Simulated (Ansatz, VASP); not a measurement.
MoH8: VASP beside Ansatz

```
H Mo
1.0
     3.42173    0.00000    0.00000
    -1.71087    2.96331    0.00000
     0.00000    0.00000    6.71637
H Mo
8 1
Cartesian
  0.0000 0.0000 1.9662
  0.0000 0.0000 4.7501
  1.7109 0.0000 5.3087
  -0.8554 1.4817 5.3087
  0.8554 1.4817 5.3087
  1.7109 0.0000 1.4077
  -0.8554 1.4817 1.4077
  0.8554 1.4817 1.4077
  0.0000 0.0000 3.3582
```

Alike in both runs: task relaxation of cell and atoms; functional PBE; k mesh 6 × 6 × 4; occupations gaussian, width 0.1 eV; no spin polarisation.

```csv
,VASP,Ansatz
version,VASP 6.6.1,Ansatz 0.2.0
potentials or method,"VASP PAW PBE potentials, release 64 (H_h, Mo_sv), cutoff 910 eV","scalar-relativistic, plane waves, PAW"
valence electrons in the cell,22,22
```

|  | VASP | Ansatz | Ansatz less VASP |
| --- | --- | --- | --- |
| relaxed volume (Å³/atom) | 6.05 | 6.73 | +0.675 |
| relaxed cell length with the largest relative difference (Å) | 5.399 | 5.983 | +0.5842 |

One of these differences is far larger than is usual between the two programs; its cause wasn't traced.

Noted on VASP's run: the volume moved by over 15 % at a fixed basis, so the end points are rough.
